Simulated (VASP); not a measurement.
# La (Fm-3m) in VASP: notebook, part 2 of 2

VASP 6.6.1. The steps go on from the part before.

**4. Single point, PBE (volume scaled by 0.98)**

Contents of INCAR:

```
SYSTEM = La
ALGO     = Normal         ! electronic algorithm
EDIFF    = 1E-6           ! SCF threshold, eV
ENCUT    = 520            ! plane-wave cutoff, eV
GGA      = PE             ! functional
ISIF     = 2              ! what is computed and relaxed
ISMEAR   = -1             ! smearing method
LASPH    = .TRUE.         ! aspherical terms in the spheres
LCHARG   = .FALSE.        ! write CHGCAR
LREAL    = .FALSE.        ! projectors in reciprocal space
LWAVE    = .FALSE.        ! write WAVECAR
NBANDS   = 12             ! bands
NELM     = 100            ! most SCF steps
PREC     = Accurate       ! precision mode
SIGMA    = 0.05           ! smearing width, eV
```

Contents of KPOINTS:

```
k-points
0
G
  12 12 12
  0 0 0
```

Contents of POSCAR:

```
La
1.0
    0.0000000000      2.6302276524      2.6302276524
    2.6302276524      0.0000000000      2.6302276524
    2.6302276524      2.6302276524      0.0000000000
La
1
Direct
    0.0000000000      0.0000000000      0.0000000000
```

Potentials or basis: VASP PAW PBE potentials, release 64 (La).

Launch:

```
$ cat potpaw_PBE.64/La/POTCAR > POTCAR
$ mpirun -np 1 vasp_std > vasp.out
```

OUTCAR:

```text
SYSTEM = La
   EDIFF = 1E-6
   ENCUT = 520
   GGA = PE
   ISIF = 2
   ISMEAR = -1
   LASPH = .TRUE.
   LREAL = .FALSE.
   NELM = 100
   PREC = Accurate

 ion  position               nearest neighbor table
   1  0.000  0.000  0.000-

  LATTYP: Found a face centered cubic cell.
 ALAT       =     5.2604553048

  Lattice vectors:

 A1 = (   0.0000000000,   2.6302276524,   2.6302276524)
 A2 = (   2.6302276524,   0.0000000000,   2.6302276524)
 A3 = (   2.6302276524,   2.6302276524,   0.0000000000)

Analysis of symmetry for initial positions (statically):
[... 33 lines left out ...]
                                     Primitive cell

  volume of cell :      36.3923

  direct lattice vectors                    reciprocal lattice vectors
     0.000000000  2.630227652  2.630227652    -0.190097614  0.190097614  0.190097614
     2.630227652  0.000000000  2.630227652     0.190097614 -0.190097614  0.190097614
     2.630227652  2.630227652  0.000000000     0.190097614  0.190097614 -0.190097614

  length of vectors
     3.719703618  3.719703618  3.719703618     0.329258725  0.329258725  0.329258725

  position of ions in fractional coordinates (direct lattice)
     0.000000000  0.000000000  0.000000000

  ion indices of the primitive-cell ions
   primitive index   ion index
                 1           1

----------------------------------------------------------------------------------------

 KPOINTS: k-points

Automatic generation of k-mesh.
 Grid dimensions read from file:
 generate k-points for:   12   12   12

 Generating k-lattice:

  Cartesian coordinates                     Fractional coordinates (reciprocal lattice)
    -0.015841468  0.015841468  0.015841468     0.083333333  0.000000000  0.000000000
     0.015841468 -0.015841468  0.015841468     0.000000000  0.083333333  0.000000000
     0.015841468  0.015841468 -0.015841468     0.000000000  0.000000000  0.083333333

  Length of vectors
     0.027438227  0.027438227  0.027438227

  Shift w.r.t. Gamma in fractional coordinates (k-lattice)
     0.000000000  0.000000000  0.000000000

 Subroutine IBZKPT returns following result:
 ===========================================

 Found     72 irreducible k-points:

 Following reciprocal coordinates:
            Coordinates               Weight
  0.000000  0.000000  0.000000      1.000000
  0.083333  0.000000  0.000000      8.000000
  0.166667  0.000000  0.000000      8.000000
  0.250000  0.000000  0.000000      8.000000
  0.333333  0.000000  0.000000      8.000000
  0.416667  0.000000  0.000000      8.000000
[... 16 lines left out ...]
  0.500000  0.166667  0.000000     24.000000
 -0.416667  0.166667  0.000000     24.000000
 [... further k-points ...]
   k-points           NKPTS =     72   k-points in BZ     NKDIM =     72   number of bands    NBANDS=     12
   number of dos      NEDOS =    301   number of ions     NIONS =      1
   total plane-waves  NPLWV =  21952
   dimension x,y,z NGX =    28 NGY =   28 NGZ =   28
   dimension x,y,z NGXF=    56 NGYF=   56 NGZF=   56
   ions per type =               1
   NGX,Y,Z   is equivalent  to a cutoff of  12.51, 12.51, 12.51 a.u.
   NGXF,Y,Z  is equivalent  to a cutoff of  25.03, 25.03, 25.03 a.u.
 SYSTEM =  La
   PREC   = accura    normal or accurate (medium, high low for compatibility)
   ISTART =      0    job   : 0-new  1-cont  2-samecut
   ICHARG =      2    charge: 1-file 2-atom 10-const
   ISPIN  =      1    spin polarized calculation?
   LNONCOLLINEAR =      F non collinear calculations
   LSORBIT =      F    spin-orbit coupling
   LASPH  =      T    aspherical Exc in radial PAW
   ENCUT  =  520.0 eV  38.22 Ry    6.18 a.u.   6.92  6.92  6.92*2*pi/ulx,y,z
   NELM   =    100;   NELMIN=  2; NELMDL= -5     # of ELM steps
   EDIFF  = 0.1E-05   stopping-criterion for ELM
   LREAL  =      F    real-space projection
   EDIFFG = 0.1E-04   stopping-criterion for IOM
   NSW    =      0    number of steps for IOM
   IBRION =     -1    ionic relax: 0-MD 1-quasi-New 2-CG
   NFREE  =      0    steps in history (QN), initial steepest desc. (CG)
   ISIF   =      2    stress and relaxation
   ISYM   =      2    0-nonsym 1-usesym 2-fastsym
   POTIM  = 0.5000    time-step for ionic-motion
   TEBEG  =    0.0;   TEEND  =   0.0 temperature during run
   PSTRESS=    0.0 pullay stress
   NELECT =      11.0000    total number of electrons
   NUPDOWN=      -1.0000    fix difference up-down
   EMIN   =  10.00;   EMAX   =-10.00  energy-range for DOS
   EFERMI =   0.00;   METHOD = LEGACY
   ISMEAR =    -1;   SIGMA  =   0.05  broadening in eV -4-tet -1-fermi 0-gaus
   EFERMI_NEDOS =   21; number of points for ismear=-14 and -15
   IALGO  =     38    algorithm
   IMIX   =      4    mixing-type and parameters
     AMIX     =   0.40;   BMIX     =  1.00
     AMIX_MAG =   1.60;   BMIX_MAG =  1.00
  volume/ion in A,a.u.               =      36.39       245.59
  Fermi-wavevector in a.u.,A,eV,Ry     =   1.098675  2.076194 16.423398  1.207086
  Thomas-Fermi vector in A             =   2.235056
   LORBIT       =      0    0 simple, 1 ext, 2 COOP (PROOUT), +10 PAW based schemes
   GGA     = PE    functional components
   LHFCALC =     F    Hartree Fock is set to
   AEXX    =    0.0000 exact exchange contribution
   IVDW    =     0    specifies the selected vdW correction
   LEPSILON=     F    determine dielectric tensor
   LRPA    =     F    only Hartree local field effects (RPA)
 non-spin polarized calculation
  energy-cutoff  :      520.00
  volume of cell :       36.39
 maximum number of plane-waves:      1002
   NGX = 13   NGY = 13   NGZ = 13

 number of electron      10.9999999 magnetization

 Free energy of the ion-electron system (eV)
  ---------------------------------------------------
  ext. energy  EPLUGINS =         0.00000000
  ---------------------------------------------------
  free energy    TOTEN  =        -4.89004680 eV

  energy without entropy =       -4.87525748  energy(sigma->0) =       -4.88265214

 E-fermi :   8.0510     XC(G=0):  -9.6421

 val. band max:        8.0347668608   @ k =  -0.1667   0.2500   0.0833
 cond. band min:       8.0850947447   @ k =  -0.4167   0.2500   0.0000
 fundamental gap:      0.0503278839
 Fermi energy:         8.0510409154

 k-point     1 :       0.0000    0.0000    0.0000
  band No.  band energies     occupation
      1     -24.7707      2.00000
      2      -7.7251      2.00000
      3      -7.7251      2.00000
      4      -7.7251      2.00000
      5       4.8998      2.00000
      6       9.3878      0.00000
      7       9.5673      0.00000
      8       9.5673      0.00000
      9       9.5673      0.00000
     10       9.9069      0.00000
     11       9.9069      0.00000
     12       9.9069      0.00000

 k-point     2 :       0.0833    0.0000    0.0000
  band No.  band energies     occupation
      1     -24.7569      2.00000
      2      -7.8369      2.00000
      3      -7.7380      2.00000
      4      -7.7380      2.00000
      5       5.1122      2.00000
      6       8.9938      0.00000
      7       9.5933      0.00000
      8       9.5933      0.00000
      9       9.8165      0.00000
     10       9.9082      0.00000
     11       9.9082      0.00000
     12       9.9653      0.00000

 k-point     3 :       0.1667    0.0000    0.0000
  band No.  band energies     occupation
      1     -24.7190      2.00000
      2      -8.1300      2.00000
      3      -7.7731      2.00000
      4      -7.7730      2.00000
      5       5.6543      2.00000
      6       8.6128      0.00003
      7       9.6250      0.00000
      8       9.6250      0.00000
      9       9.7693      0.00000
     10       9.9131      0.00000
     11       9.9131      0.00000
     12      10.2341      0.00000
[... 286 lines left out ...]
 k-point    23 :       0.5000    0.1667    0.0000
  band No.  band energies     occupation
      1     -24.5412      2.00000
      2      -9.0493      2.00000
      3      -8.1479      2.00000
      4      -7.9989      2.00000
      5       6.9262      2.00000
      6       8.2346      0.04959
      7       9.3623      0.00000
      8       9.6965      0.00000
      9       9.9693      0.00000
     10       9.9781      0.00000
     11      10.1603      0.00000
     12      10.3734      0.00000

 k-point    24 :      -0.4167    0.1667    0.0000
  band No.  band energies     occupation
      1     -24.5375      2.00000
      2      -9.0622      2.00000
      3      -8.1978      2.00000
      4      -7.9672      2.00000
      5       6.9994      2.00000
      6       8.2340      0.05018
      7       9.6362      0.00000
      8       9.6408      0.00000
      9       9.8779      0.00000
     10       9.9320      0.00000
     11      10.1804      0.00000
     12      10.3925      0.00000

 [... further k-points ...]
[... 5 lines left out ...]
  --------------------------------------------------------------------------------------
  -------------------------------------------------------------------------------------
  Total        0.0709411      0.0709411      0.0709411      0.0000000      0.0000000      0.0000000
  in kB        3.1231908      3.1231908      3.1231908      0.0000000      0.0000000      0.0000000
  external PRESSURE =       3.1231908 kB  Pullay stress =       0.0000000 kB

 VOLUME and BASIS-vectors are now :
 -----------------------------------------------------------------------------
  energy-cutoff  :      520.00
  volume of cell :       36.39
      direct lattice vectors                 reciprocal lattice vectors
     0.000000000  2.630227652  2.630227652    -0.190097614  0.190097614  0.190097614
     2.630227652  0.000000000  2.630227652     0.190097614 -0.190097614  0.190097614
     2.630227652  2.630227652  0.000000000     0.190097614  0.190097614 -0.190097614

 POSITION                                       TOTAL-FORCE (eV/Angst)
 -----------------------------------------------------------------------------------
      0.00000      0.00000      0.00000         0.000000      0.000000     -0.000000
 -----------------------------------------------------------------------------------
    total drift:                               -0.000000      0.000000      0.000000

  FREE ENERGIE OF THE ION-ELECTRON SYSTEM (eV)
  ---------------------------------------------------
  free  energy   TOTEN  =        -4.8900468025 eV

  energy  without entropy=       -4.8752574771  energy(sigma->0) =       -4.88265214
```

It used 90 s of CPU time on 1 thread of AMD EPYC 7R13 Processor (Zen 3) (shared host).

Results:

- Free energy: -4.8900 eV
- Pressure: 0.3 GPa

Caveat: spin-orbit coupling is left out, which moves the levels of the heavy elements.
